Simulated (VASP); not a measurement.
**Bi: relaxation of cell and atoms with PBE**

Bi:

```
CELL_PARAMETERS angstrom
3.28984 0.00000 0.00000
-1.64492 2.84909 0.00000
0.00000 0.00000 5.32955
ATOMIC_POSITIONS crystal
Bi 0.33333 0.66667 0.25000
Bi 0.66667 0.33333 0.75000
```

This isn't the form of Bi at room conditions, which is rhombohedral.

```json
{
 "Program": "VASP 6.6.1",
 "Task": "relaxation of cell and atoms",
 "Functional": "PBE",
 "Potentials or basis": "VASP PAW PBE potentials, release 64 (Bi_d)",
 "Cutoff": "600 eV",
 "k mesh": "13 × 13 × 7",
 "Occupations": "fermi-dirac, width 0.08 eV",
 "Spin": "no spin polarisation",
 "Target pressure": "21 GPa",
 "Dipole correction": "no",
 "Further INCAR settings": "ALGO = Normal; EDIFF = 1e-06; IBRION = 2; EDIFFG = -0.005; NSW = 60; ISIF = 3"
}
```

The relaxed volume is 25.06 Å³/atom, the relaxed cell is a = 3.323 Å, b = 3.323 Å, c = 5.241 Å, α = 90.00°, β = 90.00°, γ = 120.00° and the space group after relaxing (to 0.1 Å) is P6_3/mmc (No. 194). The energy change on relaxing (the run minimises the enthalpy) is -14.0 meV/atom, the ionic steps are 8 and the pressure after relaxing is 21.0 GPa. The band gap on the k mesh is zero (bands 15 and 16 overlap by 7.68 eV).

Step by step:
```csv
step,energy change (eV),largest force (eV/Å),pressure (GPa),volume (Å³)
1,0.0000,0.0000,21.49,49.95
2,-0.0765,0.0000,19.93,50.50
3,-0.0736,0.0000,19.97,50.48
4,-0.0218,0.0000,21.08,50.07
5,-0.0331,0.0000,20.87,50.15
6,-0.0254,0.0000,20.99,50.09
7,-0.0266,0.0000,21.03,50.10
8,-0.0279,0.0000,21.01,50.11
```

Final structure:
```
Bi
1.0
     3.32265    0.00000    0.00000
    -1.66132    2.87750    0.00000
     0.00000    0.00000    5.24141
Bi
2
Direct
  0.33333 0.66667 0.25000
  0.66667 0.33333 0.75000
```

Levels at points of the mesh, in eV from the Fermi level:
```tsv
k point	band 12	band 13	band 14	band 15	band 16	band 17	band 18	band 19
(0.00, 0.00, 0.00)	-10.89	-6.71	3.84	3.84	6.08	6.08	7.32	7.49
```

Run time: 2.3 min on 1 thread of AMD EPYC 9R45 96-Core Processor (Zen 5), with other jobs on the host, peak memory 0.21 GiB.

Caveat: the cell is relaxed towards a set pressure, so the run minimises the enthalpy, not the energy; spin-orbit coupling is left out, which moves the levels of the heavy elements.
